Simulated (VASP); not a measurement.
Wanted: the native input for a VASP 6.6.1 run.

```yaml
Task: relaxation of cell and atoms
Functional: PBEsol
Potentials_or_basis: VASP PAW PBE potentials, release 64 (Lu)
Cutoff: 600 eV
k_mesh: 7 × 7 × 7
Occupations: methfessel-paxton, width 0.1 eV
Spin: no spin polarisation
Dipole_correction: no
Further_INCAR_settings: ALGO = Normal; EDIFF = 1e-07; IBRION = 2; EDIFFG = -0.03; NSW = 80; ISIF = 3
```

The structure of Lu lies in POSCAR:

```
Lu
1.0
    0.0000000000      2.3815731961      2.3815731961
    2.3815731961      0.0000000000      2.3815731961
    2.3815731961      2.3815731961      0.0000000000
Lu
1
Direct
    0.0000000000      0.0000000000      0.0000000000
```

This isn't the form of Lu at room conditions, which is hcp.

One way to write it, as run:

INCAR

```
PREC = Accurate
ENCUT = 600
EDIFF = 1E-7
ISMEAR = 1
SIGMA = 0.1
LREAL = False
LASPH = True
NELM = 60
ALGO = Normal
ISIF = 3
LWAVE = False
LCHARG = False
GGA = PS
IBRION = 2
NSW = 80
EDIFFG = -0.03
```

KPOINTS

```
regular mesh
0
Gamma
  7 7 7
```

Potentials or basis: VASP PAW PBE potentials, release 64 (Lu).

Command:

```console
$ cat potpaw_PBE.64/Lu/POTCAR > POTCAR
$ mpirun -np 1 vasp_std > vasp.out
```

Results of the run:

| Quantity | Value |
| --- | --- |
| Relaxed volume | 27.19 Å³/atom |
| Relaxed cell | a = 3.375 Å, b = 3.375 Å, c = 3.375 Å, α = 60.00°, β = 60.00°, γ = 60.00° |
| Space group after relaxing (to 0.1 Å) | Fm-3m (No. 225) |
| Energy gained by relaxing | 0.1 meV/atom |
| Ionic steps | 2 |
| Pressure after relaxing | 0.0 GPa |
| Band gap on the k mesh | zero (an odd number of electrons rules out a gap without spin polarisation) |

Caveat: the PAW data sets were made with another functional, which shifts forces and pressure a little; spin-orbit coupling is left out, which moves the levels of the heavy elements.

Run time: 42 s on 1 thread of Intel Xeon 8259CL (shared host), peak memory 0.17 GiB.
